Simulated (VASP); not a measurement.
# F (Fd-3m) in VASP: further runs, part 2 of 2

VASP 6.6.1. The steps go on from the part before.

## (4) Single point, LDA (10.14 Å³/atom)

This run uses another cell than the first one, of 10.14 Å³/atom.

INCAR reads:

```
SYSTEM = F
PREC = Accurate
ENCUT = 520
EDIFF = 1E-6
ISMEAR = -1
SIGMA = 0.1
LREAL = .False.
LASPH = .True.
NELM = 80
ALGO = Normal
ISIF = 2
LWAVE = .False.
LCHARG = .False.
NBANDS = 14
```

KPOINTS reads:

```
Automatic mesh
0
Gamma
  14 14 14
  0 0 0
```

POSCAR reads:

```
F
1.0
    0.0000000000      2.1647749842      2.1647749842
    2.1647749842      0.0000000000      2.1647749842
    2.1647749842      2.1647749842      0.0000000000
F
2
Direct
   -0.1250000000     -0.1250000000     -0.1250000000
    0.1250000000      0.1250000000      0.1250000000
```

Potentials or basis: VASP PAW LDA potentials, release 64 (F).

Launch:

```
cat potpaw_LDA.64/F/POTCAR > POTCAR
mpirun -np 1 vasp_std > vasp.out
```

OUTCAR:

```text
SYSTEM = F
   PREC = Accurate
   ENCUT = 520
   EDIFF = 1E-6
   ISMEAR = -1
   LREAL = .False.
   LASPH = .True.
   NELM = 80
   ISIF = 2

 ion  position               nearest neighbor table
   1  0.875  0.875  0.875-   2 1.87   2 1.87   2 1.87   2 1.87
   2  0.125  0.125  0.125-   1 1.87   1 1.87   1 1.87   1 1.87

  LATTYP: Found a face centered cubic cell.
 ALAT       =     4.3295499684

  Lattice vectors:

 A1 = (   0.0000000000,   2.1647749842,   2.1647749842)
 A2 = (   2.1647749842,   0.0000000000,   2.1647749842)
 A3 = (   2.1647749842,   2.1647749842,   0.0000000000)

Analysis of symmetry for initial positions (statically):
=====================================================================
 Subroutine PRICEL returns:
 Original cell was already a primitive cell.

 Routine SETGRP: Setting up the symmetry group for a
 face centered cubic supercell.

 Subroutine GETGRP returns: Found 48 space group operations
 (whereof 12 operations were pure point group operations)
 out of a pool of 48 trial point group operations.

The static configuration has the point symmetry D_3d.
 The point group associated with its full space group is O_h .

Analysis of symmetry for dynamics (positions and initial velocities):
=====================================================================
 Subroutine PRICEL returns:
 Original cell was already a primitive cell.

 Routine SETGRP: Setting up the symmetry group for a
 face centered cubic supercell.

 Subroutine GETGRP returns: Found 48 space group operations
 (whereof 12 operations were pure point group operations)
 out of a pool of 48 trial point group operations.

The dynamic configuration has the point symmetry D_3d.
 The point group associated with its full space group is O_h .

 Subroutine INISYM returns: Found 48 space group operations
 (whereof 12 operations are pure point group operations),
 and found     1 'primitive' translations

[... 123 lines left out ...]
   LEPSILON=     F    determine dielectric tensor
   LRPA    =     F    only Hartree local field effects (RPA)
 non-spin polarized calculation
  energy-cutoff  :      520.00
  volume of cell :       20.29
 maximum number of plane-waves:       568
   NGX = 11   NGY = 11   NGZ = 11

 number of electron      13.9999982 magnetization

 Free energy of the ion-electron system (eV)
  ---------------------------------------------------
  ext. energy  EPLUGINS =         0.00000000
  ---------------------------------------------------
  free energy    TOTEN  =        -2.48525084 eV

  energy without entropy =       -2.36709343  energy(sigma->0) =       -2.42617213

 E-fermi :  -1.9626     XC(G=0): -10.6585

 val. band max:       -1.9634815390   @ k =   0.4286   0.2143   0.0714
 cond. band min:      -1.9578078825   @ k =  -0.2143   0.3571   0.1429
 fundamental gap:      0.0056736564
 Fermi energy:        -1.9626405101

 k-point     1 :       0.0000    0.0000    0.0000
  band No.  band energies     occupation
      1     -26.2660      2.00000
      2     -20.3837      2.00000
      3      -6.0489      2.00000
      4      -6.0489      2.00000
      5      -6.0489      2.00000
      6      -3.2753      2.00000
      7      -3.2753      2.00000
      8      -3.2753      2.00000
      9       7.8392      0.00000
     10      23.9096      0.00000
     11      23.9096      0.00000
     12      23.9096      0.00000
     13      25.1669      0.00000
     14      25.1669      0.00000
[... 377 lines left out ...]
      1     -25.5908      2.00000
      2     -21.2876      2.00000
      3      -7.0524      2.00000
      4      -6.8436      2.00000
      5      -5.8232      2.00000
      6      -3.5943      2.00000
      7      -2.4403      1.98330
      8      -2.3823      1.97036
      9       9.8568      0.00000
     10      17.2418      0.00000
     11      21.6980      0.00000
     12      22.2504      0.00000
     13      26.1558      0.00000
     14      27.4160      0.00000

 [... further k-points ...]

------------------------ aborting loop because EDIFF is reached ----------------------------------------

  FORCE on cell =-STRESS in cart. coord.  units (eV):
  Direction    XX          YY          ZZ          XY          YZ          ZX
  --------------------------------------------------------------------------------------
  -------------------------------------------------------------------------------------
  Total        2.9226632      2.9226632      2.9226632      0.0000000      0.0000000      0.0000000
  in kB      230.7921759    230.7921759    230.7921759      0.0000000      0.0000000      0.0000000
  external PRESSURE =     230.7921759 kB  Pullay stress =       0.0000000 kB

 VOLUME and BASIS-vectors are now :
 -----------------------------------------------------------------------------
  energy-cutoff  :      520.00
  volume of cell :       20.29
      direct lattice vectors                 reciprocal lattice vectors
     0.000000000  2.164774984  2.164774984    -0.230970888  0.230970888  0.230970888
     2.164774984  0.000000000  2.164774984     0.230970888 -0.230970888  0.230970888
     2.164774984  2.164774984  0.000000000     0.230970888  0.230970888 -0.230970888

 POSITION                                       TOTAL-FORCE (eV/Angst)
 -----------------------------------------------------------------------------------
      3.78836      3.78836      3.78836         0.000000      0.000000      0.000000
      0.54119      0.54119      0.54119        -0.000000     -0.000000     -0.000000
 -----------------------------------------------------------------------------------
    total drift:                                0.000000      0.000000      0.000000

  FREE ENERGIE OF THE ION-ELECTRON SYSTEM (eV)
  ---------------------------------------------------
  free  energy   TOTEN  =        -2.4852508411 eV

  energy  without entropy=       -2.3670934263  energy(sigma->0) =       -2.42617213
```

Run time: 25 s. Hardware: 1 thread of Intel Xeon 8259CL, shared host; peak memory 0.13 GiB.

Results:

```yaml
Free_energy: -2.4853 eV
Pressure: 23.1 GPa
Band_gap_on_the_k_mesh: zero (bands 7 and 8 overlap by 1.80 eV)
```

Levels at points of the mesh, in eV from the Fermi level:
```csv
k point,band 5,band 6,band 7,band 8,band 9,band 10
"(0.00, 0.00, 0.00)",-4.09,-1.31,-1.31,-1.31,9.80,25.87
"(0.50, 0.00, 0.00)",-4.87,-0.46,-0.46,-0.18,13.98,16.80
"(0.50, 0.50, 0.00)",-2.91,-2.91,0.49,0.49,14.57,14.57
```

Caveat: the cell stands under pressure.

## (5) Single point, LDA (10.14 Å³/atom)

This run uses another cell than the first one, of 10.14 Å³/atom.

INCAR reads:

```
PREC     = Accurate       # precision mode
ENCUT    = 520            # plane-wave cutoff, eV
EDIFF    = 1E-6           # SCF threshold, eV
ISMEAR   = -1             # smearing method
SIGMA    = 0.1            # smearing width, eV
LREAL    = False          # projectors in reciprocal space
LASPH    = True           # aspherical terms in the spheres
NELM     = 60             # most SCF steps
ALGO     = Normal         # electronic algorithm
ISIF     = 2              # what is computed and relaxed
LWAVE    = False          # write WAVECAR
LCHARG   = True           # write CHGCAR
LELF     = True           # ELF
LVHAR    = True         
NBANDS   = 14             # bands
```

KPOINTS reads:

```
Automatic mesh
0
Gamma
  14 14 14
```

POSCAR is that of step 4.

Launch:

```
cat potpaw_LDA.64/F/POTCAR > POTCAR
mpirun -np 1 vasp_std > vasp.out
```

Wall time 22 s (1 thread of Intel Xeon 8259CL, shared host); peak memory 0.13 GiB.

Results (log left out):

- Free energy: -2.4853 eV
- Pressure: 23.1 GPa
- Band gap on the k mesh: zero (bands 7 and 8 overlap by 1.80 eV)

Levels at points of the mesh, in eV from the Fermi level:
| k point | band 3 | band 4 | band 5 | band 6 | band 7 | band 8 | band 9 | band 10 | band 11 | band 12 |
| --- | --- | --- | --- | --- | --- | --- | --- | --- | --- | --- |
| (0.00, 0.00, 0.00) | -4.09 | -4.09 | -4.09 | -1.31 | -1.31 | -1.31 | 9.80 | 25.87 | 25.87 | 25.87 |
| (0.50, 0.00, 0.00) | -5.45 | -4.87 | -4.87 | -0.46 | -0.46 | -0.18 | 13.98 | 16.80 | 22.22 | 22.22 |
| (0.50, 0.50, 0.00) | -5.78 | -5.78 | -2.91 | -2.91 | 0.49 | 0.49 | 14.57 | 14.57 | 24.56 | 24.56 |

Caveat: the cell stands under pressure.

## (6) Summary

| cell | smearing | gap on the mesh (eV) | pressure (GPa) |
| --- | --- | --- | --- |
| a = 2.928 Å, angles 60.0°, 2 atoms | fermi-dirac 0.1 eV | none | 51.5 |
| a = 2.928 Å, angles 60.0°, 2 atoms | tetrahedron | none | 51.0 |
| a = 3.061 Å, angles 60.0°, 2 atoms | fermi-dirac 0.1 eV | none | 23.1 |

Alike in all rows: task single point; level LDA; potentials or basis VASP PAW LDA potentials, release 64 (F); no spin polarisation; k mesh 14 × 14 × 14; cutoff (eV) 520.

Caveats: the cell stands under pressure.

Absolute energies hang on the potentials; compare differences alone.
